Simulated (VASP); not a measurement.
# Cu (P6_3/mmc) in VASP: notebook

Runs on Cu. Level: r2SCAN. Tasks: single point.

All numbers are computed with VASP 6.6.1; they aren't measurements. Logs are shortened: lines on timing, memory, paths and dates and some standing lists are left out, and cuts for length are marked.

### Step 1. The cell of the first run

The structure is hexagonal, space group P6_3/mmc (No. 194). Conventional cell: a = 2.530 Å, b = 2.530 Å, c = 8.262 Å, α = 90.00°, β = 90.00°, γ = 120.00°. Within 3.3 Å of Cu (site symmetry -3m) lie 12 Cu at 2.53 Å. Cu (site symmetry -6m2) has 12 Cu at 2.53 Å within 3.3 Å.

This isn't the form of Cu at room conditions, which is fcc.

### Step 2. Single point, r2SCAN

Input file POSCAR:

```
Cu
1.0
    2.5302489981      0.0000000000      0.0000000000
   -1.2651244990      2.1912599102      0.0000000000
    0.0000000000      0.0000000000      8.2617582564
Cu
4
Direct
    1.0000000000      1.0000000000      1.0000000000
    1.0000000000      1.0000000000      0.5000000000
    0.3333333333      0.6666666667      0.2500000000
    0.6666666667      0.3333333333      0.7500000000
```

Input file INCAR.step1:

```
SYSTEM = Cu
PREC     = Accurate       ! precision mode
ENCUT    = 520            ! plane-wave cutoff, eV
ISMEAR   = -1             ! smearing method
SIGMA    = 0.1            ! smearing width, eV
LREAL    = .False.        ! projectors in reciprocal space
LASPH    = .True.         ! aspherical terms in the spheres
NELM     = 80             ! most SCF steps
NBANDS   = 30             ! bands
GGA      = PE             ! functional
ALGO     = Normal         ! electronic algorithm
EDIFF    = 1E-4           ! SCF threshold, eV
LWAVE    = .True.         ! write WAVECAR
LCHARG   = .False.        ! write CHGCAR
```

Input file INCAR.step2:

```
SYSTEM = Cu
PREC     = Accurate       ! precision mode
ENCUT    = 520            ! plane-wave cutoff, eV
EDIFF    = 1E-6           ! SCF threshold, eV
ISMEAR   = -1             ! smearing method
SIGMA    = 0.1            ! smearing width, eV
LREAL    = .False.        ! projectors in reciprocal space
LASPH    = .True.         ! aspherical terms in the spheres
NELM     = 80             ! most SCF steps
ALGO     = Normal         ! electronic algorithm
ISIF     = 2              ! what is computed and relaxed
LWAVE    = .False.        ! write WAVECAR
LCHARG   = .True.         ! write CHGCAR
METAGGA  = R2SCAN         ! meta-GGA
LMIXTAU  = .True.       
LELF     = .True.         ! ELF
LVHAR    = .True.       
NBANDS   = 30             ! bands
ISTART   = 1
```

Input file KPOINTS:

```
regular mesh
0
Gamma
  14 14 4
  0 0 0
```

Potentials or basis: VASP PAW PBE potentials, release 64 (Cu).

The run is started by

```
$ cat potpaw_PBE.64/Cu/POTCAR > POTCAR
$ cp INCAR.step1 INCAR
$ mpirun -np 1 vasp_std > vasp.out
$ cp INCAR.step2 INCAR
$ mpirun -np 1 vasp_std > vasp.out
```

OUTCAR:

```text
SYSTEM = Cu
   PREC = Accurate
   ENCUT = 520
   EDIFF = 1E-6
   ISMEAR = -1
   LREAL = .False.
   LASPH = .True.
   NELM = 80
   ISIF = 2
   METAGGA = R2SCAN
   ISTART = 1

 ion  position               nearest neighbor table
   1  0.000  0.000  0.000-   3 2.53   4 2.53   3 2.53   4 2.53   4 2.53   3 2.53
   2  0.000  0.000  0.500-   3 2.53   4 2.53   3 2.53   4 2.53   4 2.53   3 2.53
   3  0.333  0.667  0.250-   1 2.53   2 2.53   1 2.53   2 2.53   1 2.53   2 2.53
   4  0.667  0.333  0.750-   1 2.53   2 2.53   1 2.53   2 2.53   1 2.53   2 2.53

  LATTYP: Found a hexagonal cell.
 ALAT       =     2.5302489981
 C/A-ratio  =     3.2651957426

  Lattice vectors:

 A1 = (   2.5302489981,   0.0000000000,   0.0000000000)
 A2 = (  -1.2651244990,   2.1912599102,   0.0000000000)
 A3 = (   0.0000000000,   0.0000000000,   8.2617582564)

Analysis of symmetry for initial positions (statically):
=====================================================================
 Subroutine PRICEL returns:
 Original cell was already a primitive cell.

 Routine SETGRP: Setting up the symmetry group for a
 hexagonal supercell.

 Subroutine GETGRP returns: Found 24 space group operations
 (whereof 12 operations were pure point group operations)
 out of a pool of 24 trial point group operations.

The static configuration has the point symmetry D_3d.
 The point group associated with its full space group is D_6h.

Analysis of symmetry for dynamics (positions and initial velocities):
=====================================================================
 Subroutine PRICEL returns:
 Original cell was already a primitive cell.

 Routine SETGRP: Setting up the symmetry group for a
 hexagonal supercell.

 Subroutine GETGRP returns: Found 24 space group operations
 (whereof 12 operations were pure point group operations)
 out of a pool of 24 trial point group operations.

The dynamic configuration has the point symmetry D_3d.
 The point group associated with its full space group is D_6h.

 Subroutine INISYM returns: Found 24 space group operations
 (whereof 12 operations are pure point group operations),
 and found     1 'primitive' translations

----------------------------------------------------------------------------------------

                                     Primitive cell

  volume of cell :      45.8068

  direct lattice vectors                    reciprocal lattice vectors
     2.530248998  0.000000000  0.000000000     0.395218020  0.228179230  0.000000000
    -1.265124499  2.191259910  0.000000000     0.000000000  0.456358461  0.000000000
     0.000000000  0.000000000  8.261758256     0.000000000  0.000000000  0.121039610

  length of vectors
     2.530248998  2.530248998  8.261758256     0.456358461  0.456358461  0.121039610

  position of ions in fractional coordinates (direct lattice)
     0.000000000  0.000000000  0.000000000
     0.000000000  0.000000000  0.500000000
     0.333333333  0.666666667  0.250000000
     0.666666667  0.333333333  0.750000000

  ion indices of the primitive-cell ions
   primitive index   ion index
                 1           1
                 2           2
                 3           3
                 4           4

----------------------------------------------------------------------------------------

 KPOINTS: regular mesh

Automatic generation of k-mesh.
 Grid dimensions read from file:
 generate k-points for:   14   14    4

 Generating k-lattice:

  Cartesian coordinates                     Fractional coordinates (reciprocal lattice)
     0.028229859  0.016298516  0.000000000     0.071428571 -0.000000000  0.000000000
     0.000000000  0.032597033  0.000000000     0.000000000  0.071428571  0.000000000
     0.000000000  0.000000000  0.030259903     0.000000000  0.000000000  0.250000000

  Length of vectors
     0.032597033  0.032597033  0.030259903

  Shift w.r.t. Gamma in fractional coordinates (k-lattice)
     0.000000000  0.000000000  0.000000000

 Subroutine IBZKPT returns following result:
 ===========================================

 Found     72 irreducible k-points:

 Following reciprocal coordinates:
            Coordinates               Weight
  0.000000  0.000000  0.000000      1.000000
  0.071429  0.000000  0.000000      6.000000
  0.142857  0.000000  0.000000      6.000000
  0.214286 -0.000000  0.000000      6.000000
  0.285714  0.000000  0.000000      6.000000
  0.357143  0.000000  0.000000      6.000000
[... 16 lines left out ...]
  0.285714  0.285714  0.000000      6.000000
  0.357143  0.285714  0.000000      6.000000
 [... further k-points ...]
   k-points           NKPTS =     72   k-points in BZ     NKDIM =     72   number of bands    NBANDS=     30
   number of dos      NEDOS =    301   number of ions     NIONS =      4
   total plane-waves  NPLWV =  25600
   dimension x,y,z NGX =    20 NGY =   20 NGZ =   64
   dimension x,y,z NGXF=    40 NGYF=   40 NGZF=  128
   ions per type =               4
   NGX,Y,Z   is equivalent  to a cutoff of  13.14, 13.14, 12.88 a.u.
   NGXF,Y,Z  is equivalent  to a cutoff of  26.28, 26.28, 25.76 a.u.
 SYSTEM =  Cu
   PREC   = accura    normal or accurate (medium, high low for compatibility)
   ISTART =      1    job   : 0-new  1-cont  2-samecut
   ICHARG =      0    charge: 1-file 2-atom 10-const
   ISPIN  =      1    spin polarized calculation?
   LNONCOLLINEAR =      F non collinear calculations
   LSORBIT =      F    spin-orbit coupling
   LASPH  =      T    aspherical Exc in radial PAW
   ENCUT  =  520.0 eV  38.22 Ry    6.18 a.u.   4.70  4.70 15.36*2*pi/ulx,y,z
   NELM   =     80;   NELMIN=  2; NELMDL=  0     # of ELM steps
   EDIFF  = 0.1E-05   stopping-criterion for ELM
   LREAL  =      F    real-space projection
   EDIFFG = 0.1E-04   stopping-criterion for IOM
   NSW    =      0    number of steps for IOM
   IBRION =     -1    ionic relax: 0-MD 1-quasi-New 2-CG
   NFREE  =      0    steps in history (QN), initial steepest desc. (CG)
   ISIF   =      2    stress and relaxation
   ISYM   =      2    0-nonsym 1-usesym 2-fastsym
   POTIM  = 0.5000    time-step for ionic-motion
   TEBEG  =    0.0;   TEEND  =   0.0 temperature during run
   PSTRESS=    0.0 pullay stress
   NELECT =      44.0000    total number of electrons
   NUPDOWN=      -1.0000    fix difference up-down
   EMIN   =  10.00;   EMAX   =-10.00  energy-range for DOS
   EFERMI =   0.00;   METHOD = LEGACY
   ISMEAR =    -1;   SIGMA  =   0.10  broadening in eV -4-tet -1-fermi 0-gaus
   EFERMI_NEDOS =   21; number of points for ismear=-14 and -15
   IALGO  =     38    algorithm
   IMIX   =      4    mixing-type and parameters
     AMIX     =   0.40;   BMIX     =  1.00
     AMIX_MAG =   1.60;   BMIX_MAG =  1.00
  volume/ion in A,a.u.               =      11.45        77.28
  Fermi-wavevector in a.u.,A,eV,Ry     =   1.615285  3.052446 35.499584  2.609146
  Thomas-Fermi vector in A             =   2.710057
   LORBIT       =      0    0 simple, 1 ext, 2 COOP (PROOUT), +10 PAW based schemes
   METAGGA = R2SCAN    functional components
   LHFCALC =     F    Hartree Fock is set to
   AEXX    =    0.0000 exact exchange contribution
   IVDW    =     0    specifies the selected vdW correction
   LEPSILON=     F    determine dielectric tensor
   LRPA    =     F    only Hartree local field effects (RPA)
 non-spin polarized calculation
  energy-cutoff  :      520.00
  volume of cell :       45.81
 maximum number of plane-waves:      1248
 NGX is ok and might be reduce to    20
   NGX =  9   NGY =  9   NGZ = 31

 number of electron      43.9999989 magnetization

 Free energy of the ion-electron system (eV)
  ---------------------------------------------------
  ext. energy  EPLUGINS =         0.00000000
  ---------------------------------------------------
  free energy    TOTEN  =       -43.30107528 eV

  energy without entropy =      -43.25795549  energy(sigma->0) =      -43.27951538

 E-fermi :   7.7231     XC(G=0): -13.9536

 val. band max:        7.6709811485   @ k =   0.4286   0.0714   0.5000
 cond. band min:       7.7727063605   @ k =   0.4286  -0.0000   0.0000
 fundamental gap:      0.1017252120
 Fermi energy:         7.7231460772

 k-point     1 :       0.0000    0.0000    0.0000
  band No.  band energies     occupation
      1      -2.1322      2.00000
      2       0.1153      2.00000
      3       0.1224      2.00000
      4       2.3653      2.00000
      5       4.2736      2.00000
      6       4.2762      2.00000
[... 22 lines left out ...]
     29      30.7269      0.00000
     30      31.1687      0.00000

 k-point     2 :       0.0714    0.0000    0.0000
  band No.  band energies     occupation
      1      -1.9568      2.00000
      2       0.2712      2.00000
      3       0.2781      2.00000
      4       2.4672      2.00000
      5       4.1870      2.00000
      6       4.2329      2.00000
[... 22 lines left out ...]
     29      29.2726      0.00000
     30      29.3743      0.00000

 k-point     3 :       0.1429    0.0000    0.0000
  band No.  band energies     occupation
      1      -1.4394      2.00000
      2       0.7182      2.00000
      3       0.7247      2.00000
      4       2.7411      2.00000
      5       4.0162      2.00000
      6       4.1281      2.00000
[... 22 lines left out ...]
     29      26.1197      0.00000
     30      26.1483      0.00000

 k-point     4 :       0.2143   -0.0000    0.0000
  band No.  band energies     occupation
      1      -0.6112      2.00000
      2       1.3749      2.00000
      3       1.3807      2.00000
      4       3.0701      2.00000
      5       3.8637      2.00000
      6       3.9377      2.00000
[... 616 lines left out ...]
     29      17.3543      0.00000
     30      17.9885      0.00000

 k-point    23 :       0.2857    0.2857    0.0000
  band No.  band energies     occupation
      1       3.2622      2.00000
      2       3.2647      2.00000
      3       3.2652      2.00000
      4       3.3578      2.00000
      5       3.5368      2.00000
      6       3.5639      2.00000
[... 22 lines left out ...]
     29      16.2237      0.00000
     30      17.4961      0.00000

 k-point    24 :       0.3571    0.2857    0.0000
  band No.  band energies     occupation
      1       3.3017      2.00000
      2       3.3115      2.00000
      3       3.4650      2.00000
      4       3.5315      2.00000
      5       3.5937      2.00000
      6       3.5939      2.00000
[... 22 lines left out ...]
     29      15.7804      0.00000
     30      18.9233      0.00000

 [... further k-points ...]

------------------------ aborting loop because EDIFF is reached ----------------------------------------

  FORCE on cell =-STRESS in cart. coord.  units (eV):
  Direction    XX          YY          ZZ          XY          YZ          ZX
  --------------------------------------------------------------------------------------
  -------------------------------------------------------------------------------------
  Total        0.1525993      0.1525993      0.1758495      0.0000000      0.0000000      0.0000000
  in kB        5.3374442      5.3374442      6.1506644      0.0000000      0.0000000      0.0000000
  external PRESSURE =       5.6085176 kB  Pullay stress =       0.0000000 kB

 VOLUME and BASIS-vectors are now :
 -----------------------------------------------------------------------------
  energy-cutoff  :      520.00
  volume of cell :       45.81
      direct lattice vectors                 reciprocal lattice vectors
     2.530248998  0.000000000  0.000000000     0.395218020  0.228179230  0.000000000
    -1.265124499  2.191259910  0.000000000     0.000000000  0.456358461  0.000000000
     0.000000000  0.000000000  8.261758256     0.000000000  0.000000000  0.121039610

 POSITION                                       TOTAL-FORCE (eV/Angst)
 -----------------------------------------------------------------------------------
      0.00000      0.00000      0.00000         0.000000      0.000000      0.000000
      0.00000      0.00000      4.13088         0.000000      0.000000      0.000000
     -0.00000      1.46084      2.06544         0.000000     -0.000000      0.000000
      1.26512      0.73042      6.19632        -0.000000      0.000000     -0.000000
 -----------------------------------------------------------------------------------
    total drift:                                0.000000     -0.000000      0.000000

  FREE ENERGIE OF THE ION-ELECTRON SYSTEM (eV)
  ---------------------------------------------------
  free  energy   TOTEN  =       -43.3010752771 eV

  energy  without entropy=      -43.2579554896  energy(sigma->0) =      -43.27951538
```

It took 8.1 min on 1 thread of Intel Xeon 8259CL, shared host; peak memory 0.21 GiB.

What came out:

```
Free energy            : -43.3011 eV
Pressure               : 0.6 GPa
Band gap on the k mesh : zero (bands 22 and 23 overlap by 4.91 eV)
```

Stress tensor (GPa, compression positive):
```
0.53 0.00 0.00
0.00 0.53 0.00
0.00 0.00 0.62
```

Caveat: the PAW data sets were made with another functional, which shifts forces and pressure a little.

(Continued in part 2 of 2.)
